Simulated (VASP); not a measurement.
## C: single point with PBEsol

C:

```
CELL_PARAMETERS angstrom
2.12732 -1.22828 0.00000
2.12732 1.22828 0.00000
-1.37907 0.00000 3.50283
ATOMIC_POSITIONS crystal
C 0.83336 0.83336 0.00009
C 0.16664 0.16664 0.99991
```

- Program: VASP 6.6.1
- Task: single point
- Functional: PBEsol
- Potentials or basis: VASP PAW PBE potentials, release 64 (C)
- Cutoff: 520 eV
- k mesh: 16 × 16 × 10
- Occupations: gaussian, width 0.1 eV
- Spin: no spin polarisation
- Dipole correction: no
- Further INCAR settings: ALGO = Normal; EDIFF = 1e-07; NBANDS = 11

```yaml
Pressure: 1.6 GPa
Largest_force: 0.004 eV/Å
```

Forces on the atoms (eV/Å):
```
C    0.002  0.000 -0.003
C   -0.002  0.000  0.003
```

Stress tensor (GPa, compression positive):
```
 2.15  0.00 -0.03
 0.00  2.08  0.00
-0.03  0.00  0.44
```

Wall time 120 s on 1 thread of Intel Xeon 8259CL, on a shared host, peak memory 0.21 GiB.

Caveat: this functional lacks dispersion, which binds the layers, so the pressure and a relaxed spacing across them are unreliable; the PAW data sets were made with another functional, which shifts forces and pressure a little.
